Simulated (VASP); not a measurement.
Set up this calculation in VASP 6.6.1, as the native input.

* Task: single point
* Functional: PBE
* Potentials or basis: VASP PAW PBE potentials, release 64 (Si, Ge_d, Ru_pv)
* Cutoff: 520 eV
* k mesh: 3 × 3 × 6
* Occupations: gaussian, width 0.1 eV
* Spin: no spin polarisation
* Dipole correction: no
* Further INCAR settings: ALGO = Normal; EDIFF = 1e-06; NBANDS = 46

The structure of SiGe3Ru2 lies in POSCAR:

```
SiGe3Ru2
1.0
    5.8731342000      0.0000000000      0.0000000000
   -2.9365671000      5.0862834100      0.0000000000
    0.0000000000      0.0000000000      3.2462515200
Si Ge Ru
1 3 2
Direct
    0.0000000000      0.0000000000      0.0000000000
    0.5000000000      0.0000000000      0.5000000000
    0.5000000000      0.5000000000      0.5000000000
    0.0000000000      0.5000000000      0.5000000000
    0.3333333300      0.6666666700      0.0000000000
    0.6666666700      0.3333333300      0.0000000000
```

The cell was generated, and may not be a known phase.

One way to write it, as run:

INCAR

```
SYSTEM = SiGe3Ru2
PREC = Accurate ; ENCUT = 520
EDIFF = 1E-6 ; ISMEAR = 0
SIGMA = 0.1 ; LREAL = .False.
LASPH = .True. ; NELM = 80
ALGO = Normal ; ISIF = 2
LWAVE = .False. ; LCHARG = .False.
GGA = PE ; NBANDS = 46
```

KPOINTS

```
regular mesh
0
Gamma
  3 3 6
  0 0 0
```

Potentials or basis: VASP PAW PBE potentials, release 64 (Si, Ge_d, Ru_pv).

Run with:

```console
$ cat potpaw_PBE.64/Si/POTCAR potpaw_PBE.64/Ge_d/POTCAR potpaw_PBE.64/Ru_pv/POTCAR > POTCAR
$ mpirun -np 1 vasp_std > vasp.out
```

It gave:

| Property | Result |
| --- | --- |
| Pressure | 25.1 GPa |
| Band gap on the k mesh | zero (bands 37 and 38 overlap by 0.88 eV) |

Caveat: the k points lie up to 0.41 Å⁻¹ apart, too coarse for converged energies and pressures of a metal.

It took 71 s on 1 thread of Intel Xeon 8259CL, on a shared host, peak memory 0.24 GiB.
